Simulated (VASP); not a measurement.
Input of a VASP 6.6.1 run:

File INCAR:

```
SYSTEM = HgTe
PREC = Accurate
ENCUT = 520
EDIFF = 1E-6
ISMEAR = 0
SIGMA = 0.05
LREAL = .False.
LASPH = .True.
NELM = 150
ALGO = Normal
ISIF = 2
LWAVE = .False.
LCHARG = .True.
MAGMOM = 0 0 0 0 0 0
LORBIT = 11
LSORBIT = .True.
GGA_COMPAT = .False.
LORBMOM = .True.
GGA = PE
LVHAR = .True.
NBANDS = 30
```

KPOINTS

```
regular mesh
0
Gamma
  10 10 10
  0 0 0
```

Contents of POSCAR:

```
HgTe
1.0
    0.0000000000      3.3145473740      3.3145473740
    3.3145473740      0.0000000000      3.3145473740
    3.3145473740      3.3145473740      0.0000000000
Hg Te
1 1
Direct
    0.0000000000      0.0000000000      0.0000000000
    0.2500000000      0.2500000000      0.2500000000
```

Potentials or basis: VASP PAW PBE potentials, release 64 (Hg, Te).

Command:

```bash
$ cat potpaw_PBE.64/Hg/POTCAR potpaw_PBE.64/Te/POTCAR > POTCAR
$ mpirun -np 1 vasp_ncl > vasp.out
```

**Question.** Predict the pressure.

**Answer.** 0.2 GPa.

**Question.** Predict the net moment.

**Answer.** 0.00 μB per cell.

Moments on the atoms (μB; x, y, z):
```
Hg  0.00 0.00 0.00
Te  0.00 0.00 0.00
```
